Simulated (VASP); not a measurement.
# ScAl (Pm-3m) in VASP: single point with LDA

Aim: the single point of ScAl with LDA.

Everything below comes from runs of VASP 6.6.1. Logs are shortened: lines on timing, memory, paths and dates and some standing lists are left out, and cuts for length are marked.

**1. The cell of the first run**

Symmetry: Pm-3m, No. 221, cubic system. Conventional cell: a = 3.370 Å, b = 3.370 Å, c = 3.370 Å, α = 90.00°, β = 90.00°, γ = 90.00°. Sc (site symmetry m-3m) has 8 Al at 2.92 Å and 6 Sc at 3.37 Å within 3.8 Å. Al (site symmetry m-3m) has 8 Sc at 2.92 Å and 6 Al at 3.37 Å within 3.8 Å.

**2. Single point, LDA**

INCAR reads:

```
ALGO     = Fast           # electronic algorithm
EDIFF    = 1E-7           # SCF threshold, eV
ENCUT    = 520            # plane-wave cutoff, eV
GGA      = CA             # functional
ISIF     = 2              # what is computed and relaxed
ISMEAR   = -1             # smearing method
LASPH    = T              # aspherical terms in the spheres
LCHARG   = F              # write CHGCAR
LREAL    = F              # projectors in reciprocal space
LWAVE    = F              # write WAVECAR
NBANDS   = 38             # bands
NELM     = 100            # most SCF steps
PREC     = Accurate       # precision mode
SIGMA    = 0.02           # smearing width, eV
```

KPOINTS reads:

```
k-points
0
Gamma
  10 10 10
```

POSCAR reads:

```
ScAl
1.0
   -3.3703489700      3.3703489700      3.3703489700
    3.3703489700     -3.3703489700      3.3703489700
    3.3703489700      3.3703489700     -3.3703489700
Sc Al
4 4
Direct
    0.5000000000      0.5000000000      0.5000000000
    0.0000000000      0.0000000000      0.5000000000
    0.0000000000      0.5000000000      0.0000000000
    0.5000000000      0.0000000000      0.0000000000
    0.0000000000      0.0000000000      0.0000000000
    0.5000000000      0.5000000000      0.0000000000
    0.5000000000      0.0000000000      0.5000000000
    0.0000000000      0.5000000000      0.5000000000
```

Potentials or basis: VASP PAW LDA potentials, release 64 (Sc_sv, Al).

Started as:

```
$ cat potpaw_LDA.64/Sc_sv/POTCAR potpaw_LDA.64/Al/POTCAR > POTCAR
$ mpirun -np 1 vasp_std > vasp.out
```

OUTCAR:

```text
EDIFF = 1E-7
   ENCUT = 520
   GGA = CA
   ISIF = 2
   ISMEAR = -1
   LASPH = T
   LREAL = F
   NELM = 100
   PREC = Accurate

 ion  position               nearest neighbor table
   1  0.500  0.500  0.500-   5 2.92   6 2.92   7 2.92   8 2.92   6 2.92   7 2.92   8 2.92   5 2.92
                             4 3.37   4 3.37   2 3.37   3 3.37   2 3.37   3 3.37
   2  0.000  0.000  0.500-   5 2.92   6 2.92   7 2.92   8 2.92   5 2.92   8 2.92   7 2.92   6 2.92
                             4 3.37   3 3.37   1 3.37   4 3.37   1 3.37   3 3.37
   3  0.000  0.500  0.000-   5 2.92   6 2.92   7 2.92   8 2.92   8 2.92   5 2.92   6 2.92   7 2.92
                             4 3.37   2 3.37   1 3.37   1 3.37   4 3.37   2 3.37
   4  0.500  0.000  0.000-   5 2.92   6 2.92   7 2.92   8 2.92   7 2.92   6 2.92   5 2.92   8 2.92
                             3 3.37   1 3.37   1 3.37   2 3.37   3 3.37   2 3.37
   5  0.000  0.000  0.000-   1 2.92   2 2.92   3 2.92   4 2.92   2 2.92   3 2.92   4 2.92   1 2.92

   6  0.500  0.500  0.000-   1 2.92   2 2.92   3 2.92   4 2.92   1 2.92   4 2.92   3 2.92   2 2.92

   7  0.500  0.000  0.500-   1 2.92   2 2.92   3 2.92   4 2.92   4 2.92   1 2.92   2 2.92   3 2.92

   8  0.000  0.500  0.500-   1 2.92   2 2.92   3 2.92   4 2.92   3 2.92   2 2.92   1 2.92   4 2.92

  LATTYP: Found a body centered cubic cell.
 ALAT       =     6.7406979400

  Lattice vectors:

 A1 = (  -3.3703489700,   3.3703489700,   3.3703489700)
 A2 = (   3.3703489700,  -3.3703489700,   3.3703489700)
 A3 = (   3.3703489700,   3.3703489700,  -3.3703489700)

Analysis of symmetry for initial positions (statically):
=====================================================================
 Subroutine PRICEL returns following result:

  LATTYP: Found a simple cubic cell.
 ALAT       =     3.3703489700

  Lattice vectors:

 A1 = (   0.0000000000,   3.3703489700,   0.0000000000)
 A2 = (   3.3703489700,   0.0000000000,   0.0000000000)
 A3 = (   0.0000000000,   0.0000000000,  -3.3703489700)

   4 primitive cells build up your supercell.

 Routine SETGRP: Setting up the symmetry group for a
 body centered cubic supercell.

 Subroutine GETGRP returns: Found 48 space group operations
 (whereof 48 operations were pure point group operations)
 out of a pool of 48 trial point group operations.

The static configuration has the point symmetry O_h .

Analysis of symmetry for dynamics (positions and initial velocities):
=====================================================================
 Subroutine PRICEL returns following result:

  LATTYP: Found a simple cubic cell.
 ALAT       =     3.3703489700

  Lattice vectors:

 A1 = (   0.0000000000,   3.3703489700,   0.0000000000)
 A2 = (   3.3703489700,   0.0000000000,   0.0000000000)
 A3 = (   0.0000000000,   0.0000000000,  -3.3703489700)

   4 primitive cells build up your supercell.

 Routine SETGRP: Setting up the symmetry group for a
 body centered cubic supercell.

 Subroutine GETGRP returns: Found 48 space group operations
 (whereof 48 operations were pure point group operations)
 out of a pool of 48 trial point group operations.

The dynamic configuration has the point symmetry O_h .

 Subroutine INISYM returns: Found 48 space group operations
 (whereof 48 operations are pure point group operations),
 and found     4 'primitive' translations

----------------------------------------------------------------------------------------

                                     Primitive cell

  volume of cell :      38.2846

  direct lattice vectors                    reciprocal lattice vectors
     0.000000000  3.370348970  0.000000000     0.000000000  0.296705181  0.000000000
     3.370348970  0.000000000  0.000000000     0.296705181  0.000000000  0.000000000
     0.000000000  0.000000000 -3.370348970     0.000000000  0.000000000 -0.296705181

  length of vectors
     3.370348970  3.370348970  3.370348970     0.296705181  0.296705181  0.296705181

  position of ions in fractional coordinates (direct lattice)
     0.500000000  0.500000000  0.500000000
     0.000000000  0.000000000  0.000000000

  ion indices of the primitive-cell ions
   primitive index   ion index
                 1           1
                 2           8

----------------------------------------------------------------------------------------

 KPOINTS: k-points

Automatic generation of k-mesh.
 Grid dimensions read from file:
 generate k-points for:   10   10   10

 Generating k-lattice:

  Cartesian coordinates                     Fractional coordinates (reciprocal lattice)
     0.000000000  0.014835259  0.014835259     0.100000000  0.000000000  0.000000000
     0.014835259  0.000000000  0.014835259     0.000000000  0.100000000  0.000000000
     0.014835259  0.014835259  0.000000000     0.000000000  0.000000000  0.100000000

  Length of vectors
     0.020980225  0.020980225  0.020980225

  Shift w.r.t. Gamma in fractional coordinates (k-lattice)
     0.000000000  0.000000000  0.000000000

 Subroutine IBZKPT returns following result:
 ===========================================

 Found     47 irreducible k-points:

 Following reciprocal coordinates:
            Coordinates               Weight
  0.000000  0.000000  0.000000      1.000000
  0.100000  0.000000  0.000000     12.000000
  0.200000  0.000000  0.000000     12.000000
  0.300000  0.000000  0.000000     12.000000
  0.400000  0.000000  0.000000     12.000000
  0.500000  0.000000  0.000000      6.000000
[... 16 lines left out ...]
  0.300000  0.300000  0.100000      8.000000
 -0.300000  0.300000  0.100000     24.000000
 [... further k-points ...]
   k-points           NKPTS =     47   k-points in BZ     NKDIM =     47   number of bands    NBANDS=     38
   number of dos      NEDOS =    301   number of ions     NIONS =      8
   total plane-waves  NPLWV = 110592
   dimension x,y,z NGX =    48 NGY =   48 NGZ =   48
   dimension x,y,z NGXF=    96 NGYF=   96 NGZF=   96
   ions per type =               4   4
   NGX,Y,Z   is equivalent  to a cutoff of  13.67, 13.67, 13.67 a.u.
   NGXF,Y,Z  is equivalent  to a cutoff of  27.34, 27.34, 27.34 a.u.
 SYSTEM =  unknown system
   PREC   = accura    normal or accurate (medium, high low for compatibility)
   ISTART =      0    job   : 0-new  1-cont  2-samecut
   ICHARG =      2    charge: 1-file 2-atom 10-const
   ISPIN  =      1    spin polarized calculation?
   LNONCOLLINEAR =      F non collinear calculations
   LSORBIT =      F    spin-orbit coupling
   LASPH  =      T    aspherical Exc in radial PAW
   ENCUT  =  520.0 eV  38.22 Ry    6.18 a.u.  10.85 10.85 10.85*2*pi/ulx,y,z
   NELM   =    100;   NELMIN=  2; NELMDL= -5     # of ELM steps
   EDIFF  = 0.1E-06   stopping-criterion for ELM
   LREAL  =      F    real-space projection
   EDIFFG = 0.1E-05   stopping-criterion for IOM
   NSW    =      0    number of steps for IOM
   IBRION =     -1    ionic relax: 0-MD 1-quasi-New 2-CG
   NFREE  =      0    steps in history (QN), initial steepest desc. (CG)
   ISIF   =      2    stress and relaxation
   ISYM   =      2    0-nonsym 1-usesym 2-fastsym
   POTIM  = 0.5000    time-step for ionic-motion
   TEBEG  =    0.0;   TEEND  =   0.0 temperature during run
   PSTRESS=    0.0 pullay stress
   NELECT =      56.0000    total number of electrons
   NUPDOWN=      -1.0000    fix difference up-down
   EMIN   =  10.00;   EMAX   =-10.00  energy-range for DOS
   EFERMI =   0.00;   METHOD = LEGACY
   ISMEAR =    -1;   SIGMA  =   0.02  broadening in eV -4-tet -1-fermi 0-gaus
   EFERMI_NEDOS =   21; number of points for ismear=-14 and -15
   IALGO  =     68    algorithm
   IMIX   =      4    mixing-type and parameters
     AMIX     =   0.40;   BMIX     =  1.00
     AMIX_MAG =   1.60;   BMIX_MAG =  1.00
  volume/ion in A,a.u.               =      19.14       129.18
  Fermi-wavevector in a.u.,A,eV,Ry     =   1.170692  2.212287 18.647052  1.370520
  Thomas-Fermi vector in A             =   2.307147
   LORBIT       =      0    0 simple, 1 ext, 2 COOP (PROOUT), +10 PAW based schemes
   GGA     = CA    functional components
   LHFCALC =     F    Hartree Fock is set to
   AEXX    =    0.0000 exact exchange contribution
   IVDW    =     0    specifies the selected vdW correction
   LEPSILON=     F    determine dielectric tensor
   LRPA    =     F    only Hartree local field effects (RPA)
 non-spin polarized calculation
 RMM-DIIS sequential band-by-band and
  energy-cutoff  :      520.00
  volume of cell :      153.14
 maximum number of plane-waves:      4196
 NGX is ok and might be reduce to    48
   NGX = 21   NGY = 21   NGZ = 21

 number of electron      55.9999989 magnetization

 Free energy of the ion-electron system (eV)
  ---------------------------------------------------
  ext. energy  EPLUGINS =         0.00000000
  ---------------------------------------------------
  free energy    TOTEN  =       -47.45182007 eV

  energy without entropy =      -47.44767905  energy(sigma->0) =      -47.44974956

 E-fermi :   5.8441     XC(G=0): -10.5336

 val. band max:        5.8213073805   @ k =  -0.4000   0.4000   0.3000
 cond. band min:       5.8608111110   @ k =   0.2000   0.1000   0.0000
 fundamental gap:      0.0395037305
 Fermi energy:         5.8440905885

 k-point     1 :       0.0000    0.0000    0.0000
  band No.  band energies     occupation
      1     -43.0181      2.00000
      2     -42.9874      2.00000
      3     -42.9874      2.00000
      4     -42.9874      2.00000
      5     -22.1021      2.00000
      6     -22.1021      2.00000
[... 30 lines left out ...]
     37       7.3151      0.00000
     38       9.5634      0.00000

 k-point     2 :       0.1000    0.0000    0.0000
  band No.  band energies     occupation
      1     -43.0173      2.00000
      2     -42.9881      2.00000
      3     -42.9874      2.00000
      4     -42.9874      2.00000
      5     -22.1022      2.00000
      6     -22.1022      2.00000
[... 30 lines left out ...]
     37       7.3701      0.00000
     38       8.2708      0.00000
[... 859 lines left out ...]
     37       7.1890      0.00000
     38       7.3929      0.00000

 k-point    24 :      -0.3000    0.3000    0.1000
  band No.  band energies     occupation
      1     -43.0112      2.00000
      2     -42.9940      2.00000
      3     -42.9912      2.00000
      4     -42.9837      2.00000
      5     -22.1093      2.00000
      6     -22.0964      2.00000
[... 30 lines left out ...]
     37       7.6031      0.00000
     38       7.6432      0.00000

 [... further k-points ...]

------------------------ aborting loop because EDIFF is reached ----------------------------------------

  FORCE on cell =-STRESS in cart. coord.  units (eV):
  Direction    XX          YY          ZZ          XY          YZ          ZX
  --------------------------------------------------------------------------------------
  -------------------------------------------------------------------------------------
  Total       -4.0606631     -4.0606631     -4.0606631     -0.0000000      0.0000000      0.0000000
  in kB      -42.4837587    -42.4837587    -42.4837587     -0.0000000      0.0000000      0.0000000
  external PRESSURE =     -42.4837587 kB  Pullay stress =       0.0000000 kB

 VOLUME and BASIS-vectors are now :
 -----------------------------------------------------------------------------
  energy-cutoff  :      520.00
  volume of cell :      153.14
      direct lattice vectors                 reciprocal lattice vectors
    -3.370348970  3.370348970  3.370348970     0.000000000  0.148352590  0.148352590
     3.370348970 -3.370348970  3.370348970     0.148352590  0.000000000  0.148352590
     3.370348970  3.370348970 -3.370348970     0.148352590  0.148352590  0.000000000

 POSITION                                       TOTAL-FORCE (eV/Angst)
 -----------------------------------------------------------------------------------
      1.68517      1.68517      1.68517        -0.000000     -0.000000     -0.000000
      1.68517      1.68517     -1.68517        -0.000000      0.000000     -0.000000
      1.68517     -1.68517      1.68517         0.000000      0.000000      0.000000
     -1.68517      1.68517      1.68517        -0.000000      0.000000      0.000000
      0.00000      0.00000      0.00000         0.000000     -0.000000      0.000000
      0.00000      0.00000      3.37035         0.000000     -0.000000      0.000000
      0.00000      3.37035      0.00000         0.000000     -0.000000      0.000000
      3.37035      0.00000      0.00000         0.000000      0.000000      0.000000
 -----------------------------------------------------------------------------------
    total drift:                                0.000000      0.000000     -0.000000

  FREE ENERGIE OF THE ION-ELECTRON SYSTEM (eV)
  ---------------------------------------------------
  free  energy   TOTEN  =       -47.4518200738 eV

  energy  without entropy=      -47.4476790522  energy(sigma->0) =      -47.44974956
```

Run time: 15 min. Hardware: 1 thread of Intel Xeon 8259CL, shared host; peak memory 0.39 GiB.

Results:

```yaml
Free_energy: -47.4518 eV
Pressure: -4.2 GPa
Band_gap_on_the_k_mesh: zero (bands 28 and 29 overlap by 1.11 eV)
```

Levels at points of the mesh, in eV from the Fermi level:
| k point | band 24 | band 25 | band 26 | band 27 | band 28 | band 29 | band 30 | band 31 | band 32 | band 33 |
| --- | --- | --- | --- | --- | --- | --- | --- | --- | --- | --- |
| (0.00, 0.00, 0.00) | -1.80 | -1.80 | -1.80 | -0.84 | -0.84 | -0.84 | -0.69 | -0.69 | 1.47 | 1.47 |
| (0.50, 0.00, 0.00) | -1.50 | -1.32 | -1.32 | -1.31 | -1.31 | 0.76 | 0.76 | 0.92 | 0.92 | 1.16 |
| (0.50, 0.50, 0.50) | -2.55 | -2.55 | -0.54 | 0.22 | 0.22 | 0.22 | 0.72 | 0.72 | 0.72 | 0.72 |

Caveat: the cell stands under tension.
